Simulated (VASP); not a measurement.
Here is a VASP 6.6.1 calculation.

INCAR

```
PREC = Accurate
ENCUT = 600
EDIFF = 1E-6
ISMEAR = 0
SIGMA = 0.1
LREAL = False
LASPH = True
NELM = 60
ALGO = Normal
ISIF = 3
LWAVE = False
LCHARG = False
GGA = PE
IBRION = 2
NSW = 90
EDIFFG = -0.04
```

KPOINTS

```
regular mesh
0
Gamma
  6 6 4
```

POSCAR

```
Si2C3
1.0
    3.8559995700      0.0000000000      0.0000000000
   -1.9279997900      3.3393935900      0.0000000000
    0.0000000000      0.0000000000      6.1513232700
Si C
2 3
Direct
    0.3333333300      0.6666666700      0.1648329900
    0.6666666700      0.3333333300      0.8351670100
    0.3333333300      0.6666666700      0.5802750000
    0.6666666700      0.3333333300      0.4197250000
    0.0000000000      0.0000000000      0.0000000000
```

Potentials or basis: VASP PAW PBE potentials, release 64 (Si, C).

Launch:

```sh
$ cat potpaw_PBE.64/Si/POTCAR potpaw_PBE.64/C/POTCAR > POTCAR
$ mpirun -np 1 vasp_std > vasp.out
```

(1) Predict the space group after relaxing (to 0.1 Å).

(2) What does it give for the relaxed volume?

(3) What does it give for the relaxed cell?

Results:

(1) P-3m1 (No. 164).

(2) 11.01 Å³/atom.

(3) a = 2.612 Å, b = 2.612 Å, c = 9.319 Å, α = 90.00°, β = 90.00°, γ = 120.00°.

Caveat: the volume moved by over 15 % at a fixed basis, so the end points are rough.
